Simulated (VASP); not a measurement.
# MnF2 (P-3m1) in VASP: notebook

The runs below take MnF2 through single point, with PBE+U.

All numbers are computed with VASP 6.6.1; they aren't measurements. Logs are shortened: lines on timing, memory, paths and dates and some standing lists are left out, and cuts for length are marked.

## Step 1: The cell of the first run

The structure is trigonal, space group P-3m1 (No. 164). Conventional cell: a = 3.374 Å, b = 3.374 Å, c = 4.958 Å, α = 90.00°, β = 90.00°, γ = 120.00°. Mn (site symmetry -3m) has 6 F at 2.17 Å within 2.9 Å. Within 2.9 Å of F (site symmetry 3m) lie 3 Mn at 2.17 Å and 3 F at 2.74 Å.

## Step 2: Single point, PBE+U, collinear spin, ferromagnetic start

File INCAR:

```
SYSTEM = MnF2
PREC = Accurate
ENCUT = 520
EDIFF = 1E-6
ISMEAR = 0
SIGMA = 0.05
LREAL = .False.
LASPH = .True.
NELM = 150
ALGO = Normal
ISIF = 2
LWAVE = .False.
LCHARG = .False.
ISPIN = 2
MAGMOM = 4.73 0 0
LORBIT = 11
LMAXMIX = 4
LDAU = .True.
LDAUTYPE = 2
LDAUL = 2 -1
LDAUU = 3.9 0
LDAUJ = 0 0
LDAUPRINT = 1
GGA = PE
NBANDS = 24
```

File KPOINTS:

```
Automatic mesh
0
Gamma
  8 8 6
  0 0 0
```

File POSCAR:

```
MnF2
1.0
    3.3743128661      0.0000000000      0.0000000000
   -1.6871564330      2.9222406624      0.0000000000
    0.0000000000      0.0000000000      4.9576215098
Mn F
1 2
Direct
    0.0000000000      0.0000000000      0.0000000000
    0.3333333333      0.6666666667      0.1942625801
    0.6666666667      0.3333333333      0.8057374199
```

Potentials or basis: VASP PAW PBE potentials, release 64 (Mn_pv, F).

The run is started by

```bash
$ cat potpaw_PBE.64/Mn_pv/POTCAR potpaw_PBE.64/F/POTCAR > POTCAR
$ mpirun -np 1 vasp_std > vasp.out
```

OUTCAR:

```text
SYSTEM = MnF2
   PREC = Accurate
   ENCUT = 520
   EDIFF = 1E-6
   ISMEAR = 0
   LREAL = .False.
   LASPH = .True.
   NELM = 150
   ISIF = 2
   ISPIN = 2
   LORBIT = 11
   GGA = PE

 ion  position               nearest neighbor table
   1  0.000  0.000  0.000-   2 2.17   3 2.17   3 2.17   2 2.17   3 2.17   2 2.17
   2  0.333  0.667  0.194-   1 2.17   1 2.17   1 2.17
   3  0.667  0.333  0.806-   1 2.17   1 2.17   1 2.17

  LATTYP: Found a hexagonal cell.
 ALAT       =     3.3743128661
 C/A-ratio  =     1.4692240188

  Lattice vectors:

 A1 = (   3.3743128661,   0.0000000000,   0.0000000000)
 A2 = (  -1.6871564330,   2.9222406624,   0.0000000000)
 A3 = (   0.0000000000,   0.0000000000,   4.9576215098)

Analysis of symmetry for initial positions (statically):
=====================================================================
 Subroutine PRICEL returns:
 Original cell was already a primitive cell.

 Routine SETGRP: Setting up the symmetry group for a
 hexagonal supercell.

 Subroutine GETGRP returns: Found 12 space group operations
 (whereof 12 operations were pure point group operations)
 out of a pool of 24 trial point group operations.

The static configuration has the point symmetry D_3d.

Analysis of symmetry for dynamics (positions and initial velocities):
=====================================================================
 Subroutine PRICEL returns:
 Original cell was already a primitive cell.

 Routine SETGRP: Setting up the symmetry group for a
 hexagonal supercell.

 Subroutine GETGRP returns: Found 12 space group operations
 (whereof 12 operations were pure point group operations)
 out of a pool of 24 trial point group operations.

The dynamic configuration has the point symmetry D_3d.

Analysis of structural, dynamic, and magnetic symmetry:
=====================================================================
 Subroutine PRICEL returns:
 Original cell was already a primitive cell.

 Routine SETGRP: Setting up the symmetry group for a
 hexagonal supercell.

 Subroutine GETGRP returns: Found 12 space group operations
 (whereof 12 operations were pure point group operations)
 out of a pool of 24 trial point group operations.

The overall configuration has the point symmetry D_3d.

 Subroutine INISYM returns: Found 12 space group operations
 (whereof 12 operations are pure point group operations),
 and found     1 'primitive' translations

----------------------------------------------------------------------------------------

                                     Primitive cell

  volume of cell :      48.8849

  direct lattice vectors                    reciprocal lattice vectors
     3.374312866  0.000000000  0.000000000     0.296356633  0.171101582  0.000000000
    -1.687156433  2.922240662  0.000000000     0.000000000  0.342203164  0.000000000
     0.000000000  0.000000000  4.957621510     0.000000000  0.000000000  0.201709630

  length of vectors
     3.374312866  3.374312866  4.957621510     0.342203164  0.342203164  0.201709630

  position of ions in fractional coordinates (direct lattice)
     0.000000000  0.000000000  0.000000000
     0.333333333  0.666666667  0.194262580
     0.666666667  0.333333333  0.805737420

  ion indices of the primitive-cell ions
   primitive index   ion index
                 1           1
                 2           2
                 3           3

----------------------------------------------------------------------------------------

 KPOINTS: Automatic mesh

Automatic generation of k-mesh.
 Grid dimensions read from file:
 generate k-points for:    8    8    6

[... 68 lines left out ...]
   NFREE  =      0    steps in history (QN), initial steepest desc. (CG)
   ISIF   =      2    stress and relaxation
   ISYM   =      2    0-nonsym 1-usesym 2-fastsym
   POTIM  = 0.5000    time-step for ionic-motion
   TEBEG  =    0.0;   TEEND  =   0.0 temperature during run
   PSTRESS=    0.0 pullay stress
   NELECT =      27.0000    total number of electrons
   NUPDOWN=      -1.0000    fix difference up-down
   EMIN   =  10.00;   EMAX   =-10.00  energy-range for DOS
   EFERMI =   0.00;   METHOD = LEGACY
   ISMEAR =     0;   SIGMA  =   0.05  broadening in eV -4-tet -1-fermi 0-gaus
   EFERMI_NEDOS =   21; number of points for ismear=-14 and -15
   IALGO  =     38    algorithm
   IMIX   =      4    mixing-type and parameters
     AMIX     =   0.40;   BMIX     =  1.00
     AMIX_MAG =   1.60;   BMIX_MAG =  1.00
  volume/ion in A,a.u.               =      16.29       109.96
  Fermi-wavevector in a.u.,A,eV,Ry     =   1.343191  2.538263 24.547124  1.804163
  Thomas-Fermi vector in A             =   2.471285
   LORBIT       =     11    0 simple, 1 ext, 2 COOP (PROOUT), +10 PAW based schemes
 LDA+U is selected, type is set to LDAUTYPE =  2
   angular momentum for each species LDAUL =     2   -1
   U (eV)           for each species LDAUU =   3.9  0.0
   J (eV)           for each species LDAUJ =   0.0  0.0
   GGA     = PE    functional components
   LHFCALC =     F    Hartree Fock is set to
   AEXX    =    0.0000 exact exchange contribution
   IVDW    =     0    specifies the selected vdW correction
   LEPSILON=     F    determine dielectric tensor
   LRPA    =     F    only Hartree local field effects (RPA)
 spin polarized calculation
 Gauss-broadening in eV      SIGMA  =   0.05
  energy-cutoff  :      520.00
  volume of cell :       48.88
 maximum number of plane-waves:      1350
 NGX is ok and might be reduce to    28
   NGX = 13   NGY = 13   NGZ = 19

atom =   1  type =  1  l = 2

 onsite density matrix

spin component  1

  0.9638  0.0000 -0.0000 -0.0159  0.0000
  0.0000  0.9624 -0.0000  0.0000 -0.0159
 -0.0000 -0.0000  0.9448  0.0000  0.0000
 -0.0159  0.0000  0.0000  0.9624 -0.0000
  0.0000 -0.0159  0.0000 -0.0000  0.9638

spin component  2

  0.0353  0.0000 -0.0000 -0.0217 -0.0000
  0.0000  0.0317 -0.0000  0.0000 -0.0217
 -0.0000 -0.0000  0.0122  0.0000  0.0000
 -0.0217  0.0000  0.0000  0.0317 -0.0000
 -0.0000 -0.0217  0.0000 -0.0000  0.0353

 occupancies and eigenvectors

  o =  0.0117  v =  0.0000  0.0000  0.0000  0.0000  0.0000  0.6115 -0.3150  0.0000  0.6657 -0.2893      0.0000  0.0000  0.0000  0.0000  0.0000  0.0000  0.0000  0.0000  0.0000  0.0000
  o =  0.0117  v =  0.0000  0.0000  0.0000  0.0000  0.0000 -0.2893 -0.6657  0.0000 -0.3150 -0.6115      0.0000  0.0000  0.0000  0.0000  0.0000  0.0000  0.0000  0.0000  0.0000  0.0000
  o =  0.0122  v =  0.0000  0.0000  0.0000  0.0000  0.0000  0.0000 -0.0000 -1.0000  0.0000 -0.0000      0.0000  0.0000  0.0000  0.0000  0.0000  0.0000  0.0000  0.0000  0.0000  0.0000
  o =  0.0553  v =  0.0000  0.0000  0.0000  0.0000  0.0000 -0.6652 -0.2903  0.0000  0.6111  0.3160      0.0000  0.0000  0.0000  0.0000  0.0000  0.0000  0.0000  0.0000  0.0000  0.0000
  o =  0.0553  v =  0.0000  0.0000  0.0000  0.0000  0.0000  0.3160 -0.6111  0.0000 -0.2903  0.6652      0.0000  0.0000  0.0000  0.0000  0.0000  0.0000  0.0000  0.0000  0.0000  0.0000
  o =  0.9448  v = -0.0000  0.0000 -1.0000 -0.0000  0.0000  0.0000  0.0000  0.0000  0.0000  0.0000      0.0000  0.0000  0.0000  0.0000  0.0000  0.0000  0.0000  0.0000  0.0000  0.0000
  o =  0.9472  v = -0.6246  0.3101  0.0000 -0.6524  0.2969  0.0000  0.0000  0.0000  0.0000  0.0000      0.0000  0.0000  0.0000  0.0000  0.0000  0.0000  0.0000  0.0000  0.0000  0.0000
  o =  0.9472  v =  0.2969  0.6524  0.0000  0.3101  0.6246  0.0000  0.0000  0.0000  0.0000  0.0000      0.0000  0.0000  0.0000  0.0000  0.0000  0.0000  0.0000  0.0000  0.0000  0.0000
  o =  0.9791  v = -0.6524 -0.2968  0.0000  0.6246  0.3101  0.0000  0.0000  0.0000  0.0000  0.0000      0.0000  0.0000  0.0000  0.0000  0.0000  0.0000  0.0000  0.0000  0.0000  0.0000
  o =  0.9791  v =  0.3101 -0.6246  0.0000 -0.2968  0.6524  0.0000  0.0000  0.0000  0.0000  0.0000      0.0000  0.0000  0.0000  0.0000  0.0000  0.0000  0.0000  0.0000  0.0000  0.0000

 number of electron      27.0000017 magnetization       4.9999997

 Free energy of the ion-electron system (eV)
  ---------------------------------------------------
  ext. energy  EPLUGINS =         0.00000000
  ---------------------------------------------------
  free energy    TOTEN  =       -18.69739062 eV

  energy without entropy =      -18.69739062  energy(sigma->0) =      -18.69739062

 E-fermi :  -0.0204     XC(G=0):  -8.4656

 val. band max:       -0.3033663286   @ k =   0.0000   0.0000   0.5000
 cond. band min:       2.8003206260   @ k =   0.0000   0.0000   0.0000
 fundamental gap:      3.1036869546
 Fermi energy:        -0.0203974006

 spin component 1

 k-point     1 :       0.0000    0.0000    0.0000
  band No.  band energies     occupation
      1     -48.7787      1.00000
      2     -48.6656      1.00000
      3     -48.6656      1.00000
      4     -22.5129      1.00000
      5     -21.8935      1.00000
      6      -5.4787      1.00000
[... 1289 lines left out ...]
     23      15.7865      0.00000
     24      18.3740      0.00000

 [... further k-points ...]

------------------------ aborting loop because EDIFF is reached ----------------------------------------

  FORCE on cell =-STRESS in cart. coord.  units (eV):
  Direction    XX          YY          ZZ          XY          YZ          ZX
  --------------------------------------------------------------------------------------
  -------------------------------------------------------------------------------------
  Total       -0.2473905     -0.2473905     -0.1342818     -0.0000000      0.0000000      0.0000000
  in kB       -8.1080972     -8.1080972     -4.4010156     -0.0000000      0.0000000      0.0000000
  external PRESSURE =      -6.8724033 kB  Pullay stress =       0.0000000 kB

 VOLUME and BASIS-vectors are now :
 -----------------------------------------------------------------------------
  energy-cutoff  :      520.00
  volume of cell :       48.88
      direct lattice vectors                 reciprocal lattice vectors
     3.374312866  0.000000000  0.000000000     0.296356633  0.171101582  0.000000000
    -1.687156433  2.922240662  0.000000000     0.000000000  0.342203164  0.000000000
     0.000000000  0.000000000  4.957621510     0.000000000  0.000000000  0.201709630

 POSITION                                       TOTAL-FORCE (eV/Angst)
 -----------------------------------------------------------------------------------
      0.00000      0.00000      0.00000        -0.000000      0.000000      0.000000
     -0.00000      1.94816      0.96308         0.000000      0.000000     -0.039635
      1.68716      0.97408      3.99454        -0.000000      0.000000      0.039635
 -----------------------------------------------------------------------------------
    total drift:                               -0.000000      0.000000     -0.000000

  FREE ENERGIE OF THE ION-ELECTRON SYSTEM (eV)
  ---------------------------------------------------
  free  energy   TOTEN  =       -18.6973906202 eV

  energy  without entropy=      -18.6973906202  energy(sigma->0) =      -18.69739062

 total charge

# of ion       s       p       d       tot
------------------------------------------
    1        0.158   6.131   4.926  11.215
    2        1.735   4.355   0.000   6.090
    3        1.735   4.355   0.000   6.090
--------------------------------------------------
tot          3.628  14.840   4.926  23.395

 magnetization (x)

# of ion       s       p       d       tot
------------------------------------------
    1        0.024   0.019   4.641   4.685
    2        0.005   0.049   0.000   0.054
    3        0.005   0.049   0.000   0.054
--------------------------------------------------
tot          0.035   0.117   4.641   4.793
```

Run time: 45 s. Hardware: 1 thread of Intel Xeon 6975P-C (Granite Rapids), shared host; peak memory 0.24 GiB.

What came out:

| Item | Value |
| --- | --- |
| Free energy | -18.6974 eV |
| Pressure | -0.7 GPa |
| Largest force | 0.040 eV/Å |
| Band gap on the k mesh | 3.10 eV (least direct gap 3.12 eV) |
| Net moment | 5.00 μB per cell |
| Site moments | Mn +4.68; F +0.05 μB |
| Valence electrons inside the program's atomic spheres | Mn 11.21; F 6.09 |

Forces on the atoms (eV/Å):
```
Mn   0.000  0.000  0.000
F    0.000  0.000 -0.040
F    0.000  0.000  0.040
```

Levels at points of the mesh, in eV from the valence-band top:
Spin up:
| k point | band 13 | band 14 | band 15 | band 16 | band 17 | band 18 | band 19 | band 20 |
| --- | --- | --- | --- | --- | --- | --- | --- | --- |
| (0.00, 0.00, 0.00) | -2.28 | -1.42 | -0.02 | -0.02 | 3.10 | 7.88 | 10.86 | 15.11 |
| (0.50, 0.00, 0.00) | -2.03 | -1.88 | -0.78 | -0.17 | 7.84 | 8.41 | 11.51 | 11.98 |
| (0.00, 0.00, 0.50) | -2.29 | -1.41 | 0.00 | 0.00 | 4.41 | 5.80 | 13.07 | 15.23 |
| (0.50, 0.00, 0.50) | -2.03 | -1.87 | -0.81 | -0.20 | 8.34 | 8.50 | 9.73 | 11.06 |
Spin down:
| k point | band 7 | band 8 | band 9 | band 10 | band 11 | band 12 | band 13 | band 14 | band 15 | band 16 |
| --- | --- | --- | --- | --- | --- | --- | --- | --- | --- | --- |
| (0.00, 0.00, 0.00) | -3.70 | -3.70 | -2.77 | -2.77 | -2.32 | 3.80 | 5.60 | 5.60 | 6.03 | 6.70 |
| (0.50, 0.00, 0.00) | -3.98 | -3.57 | -3.14 | -2.81 | -2.70 | 5.20 | 5.59 | 6.11 | 6.22 | 6.69 |
| (0.00, 0.00, 0.50) | -3.68 | -3.68 | -2.79 | -2.79 | -2.78 | 5.27 | 5.58 | 5.58 | 6.18 | 6.28 |
| (0.50, 0.00, 0.50) | -4.14 | -3.52 | -3.19 | -2.66 | -2.60 | 5.30 | 5.74 | 6.10 | 6.19 | 6.69 |

Eigenvalues of the final occupation matrices:
```tsv
site	spin	trace	eigenvalues
site 1 d	1	4.80	0.94 0.95 0.95 0.98 0.98
site 1 d	2	0.15	0.01 0.01 0.01 0.06 0.06
```

Caveat: a cell with one magnetic atom can't hold antiferromagnetic order, which such compounds often take.

## Step 3: Single point, PBE+U, collinear spin, ferromagnetic start

File INCAR:

```
SYSTEM = MnF2
ALGO = Normal ; EDIFF = 1E-6
ENCUT = 520 ; GGA = PE
ISIF = 2 ; ISMEAR = 0
ISPIN = 2 ; LASPH = .TRUE.
LCHARG = .FALSE. ; LDAU = .TRUE.
LDAUJ = 0 0 ; LDAUL = 2 -1
LDAUPRINT = 1 ; LDAUTYPE = 2
LDAUU = 2 0 ; LMAXMIX = 4
LORBIT = 11 ; LREAL = .FALSE.
LWAVE = .FALSE. ; MAGMOM = 4.73 0 0
NBANDS = 24 ; NELM = 150
PREC = Accurate ; SIGMA = 0.05
```

File KPOINTS:

```
k-points
0
G
  8 8 6
  0 0 0
```

POSCAR is that of step 2.

Potentials or basis: VASP PAW PBE potentials, release 64 (Mn_pv, F).

The run is started by

```bash
$ cat potpaw_PBE.64/Mn_pv/POTCAR potpaw_PBE.64/F/POTCAR > POTCAR
$ mpirun -np 1 vasp_std > vasp.out
```

OUTCAR:

```text
SYSTEM = MnF2
   EDIFF = 1E-6
   ENCUT = 520
   GGA = PE
   ISIF = 2
   ISMEAR = 0
   ISPIN = 2
   LASPH = .TRUE.
   LORBIT = 11
   LREAL = .FALSE.
   NELM = 150
   PREC = Accurate

 ion  position               nearest neighbor table
   1  0.000  0.000  0.000-   2 2.17   3 2.17   3 2.17   2 2.17   3 2.17   2 2.17
   2  0.333  0.667  0.194-   1 2.17   1 2.17   1 2.17
   3  0.667  0.333  0.806-   1 2.17   1 2.17   1 2.17

  LATTYP: Found a hexagonal cell.
 ALAT       =     3.3743128661
 C/A-ratio  =     1.4692240188

  Lattice vectors:

 A1 = (   3.3743128661,   0.0000000000,   0.0000000000)
 A2 = (  -1.6871564330,   2.9222406624,   0.0000000000)
 A3 = (   0.0000000000,   0.0000000000,   4.9576215098)

Analysis of symmetry for initial positions (statically):
=====================================================================
 Subroutine PRICEL returns:
 Original cell was already a primitive cell.

 Routine SETGRP: Setting up the symmetry group for a
[... 1530 lines left out ...]

 [... further k-points ...]

------------------------ aborting loop because EDIFF is reached ----------------------------------------

  FORCE on cell =-STRESS in cart. coord.  units (eV):
  Direction    XX          YY          ZZ          XY          YZ          ZX
  --------------------------------------------------------------------------------------
  -------------------------------------------------------------------------------------
  Total       -0.4156583     -0.4156583     -0.2093590     -0.0000000      0.0000000      0.0000000
  in kB      -13.6229858    -13.6229858     -6.8616348     -0.0000000      0.0000000      0.0000000
  external PRESSURE =     -11.3692021 kB  Pullay stress =       0.0000000 kB

 VOLUME and BASIS-vectors are now :
 -----------------------------------------------------------------------------
  energy-cutoff  :      520.00
  volume of cell :       48.88
      direct lattice vectors                 reciprocal lattice vectors
     3.374312866  0.000000000  0.000000000     0.296356633  0.171101582  0.000000000
    -1.687156433  2.922240662  0.000000000     0.000000000  0.342203164  0.000000000
     0.000000000  0.000000000  4.957621510     0.000000000  0.000000000  0.201709630

 POSITION                                       TOTAL-FORCE (eV/Angst)
 -----------------------------------------------------------------------------------
      0.00000      0.00000      0.00000         0.000000      0.000000      0.000000
     -0.00000      1.94816      0.96308         0.000000      0.000000     -0.076394
      1.68716      0.97408      3.99454        -0.000000     -0.000000      0.076394
 -----------------------------------------------------------------------------------
    total drift:                               -0.000000      0.000000     -0.000000

  FREE ENERGIE OF THE ION-ELECTRON SYSTEM (eV)
  ---------------------------------------------------
  free  energy   TOTEN  =       -19.0335123033 eV

  energy  without entropy=      -19.0335123033  energy(sigma->0) =      -19.03351230

 total charge

# of ion       s       p       d       tot
------------------------------------------
    1        0.158   6.130   4.925  11.213
    2        1.735   4.350   0.000   6.085
    3        1.735   4.350   0.000   6.085
--------------------------------------------------
tot          3.629  14.829   4.925  23.383

 magnetization (x)

# of ion       s       p       d       tot
------------------------------------------
    1        0.024   0.019   4.595   4.639
    2        0.006   0.063   0.000   0.069
    3        0.006   0.063   0.000   0.069
--------------------------------------------------
tot          0.037   0.145   4.595   4.777
```

stdout:

```text
POSCAR found type information on POSCAR MnF
 POSCAR found :  2 types and       3 ions
 scaLAPACK will be used
 LDA part: xc-table for (Slater+PW92), standard interpolation
 POSCAR, INCAR and KPOINTS ok, starting setup
 FFT: planning ... GRIDC
 FFT: planning ... GRID_SOFT
 FFT: planning ... GRID
 WAVECAR not read
 entering main loop
```

Run time: 45 s. Hardware: 1 thread of Intel Xeon 6975P-C (Granite Rapids), shared host; peak memory 0.24 GiB.

Results:

| Property | Result |
| --- | --- |
| Free energy | -19.0335 eV |
| Pressure | -1.1 GPa |
| Largest force | 0.076 eV/Å |
| Band gap on the k mesh | 2.54 eV (least direct gap 2.56 eV) |
| Net moment | 5.00 μB per cell |
| Site moments | Mn +4.64; F +0.07 μB |
| Valence electrons inside the program's atomic spheres | Mn 11.21; F 6.08 |

Forces on the atoms (eV/Å):
```
Mn   0.000  0.000  0.000
F    0.000  0.000 -0.076
F    0.000  0.000  0.076
```

Levels at points of the mesh, in eV from the valence-band top:
Spin up:
```tsv
k point	band 14	band 15	band 16	band 17	band 18	band 19
(0.00, 0.00, 0.00)	-1.36	-0.01	-0.01	2.54	7.30	10.29
(0.50, 0.00, 0.00)	-1.72	-0.77	-0.18	7.28	7.83	10.92
(0.00, 0.00, 0.50)	-1.36	0.00	0.00	3.84	5.22	12.50
(0.50, 0.00, 0.50)	-1.72	-0.80	-0.20	7.77	7.92	9.14
```
Spin down:
```tsv
k point	band 8	band 9	band 10	band 11	band 12	band 13	band 14	band 15
(0.00, 0.00, 0.00)	-4.35	-3.35	-3.35	-2.90	3.17	4.18	4.18	4.70
(0.50, 0.00, 0.00)	-4.15	-3.79	-3.39	-3.31	3.89	4.22	4.65	4.87
(0.00, 0.00, 0.50)	-4.34	-3.37	-3.37	-3.36	4.16	4.16	4.27	5.22
(0.50, 0.00, 0.50)	-4.10	-3.84	-3.27	-3.19	3.98	4.33	4.64	4.83
```

Eigenvalues of the final occupation matrices:
```csv
site,spin,trace,eigenvalues
site 1 d,1,4.77,0.94 0.94 0.94 0.97 0.97
site 1 d,2,0.17,0.01 0.01 0.01 0.06 0.06
```

Caveat: a cell with one magnetic atom can't hold antiferromagnetic order, which such compounds often take.

[end of part 1 of 2]
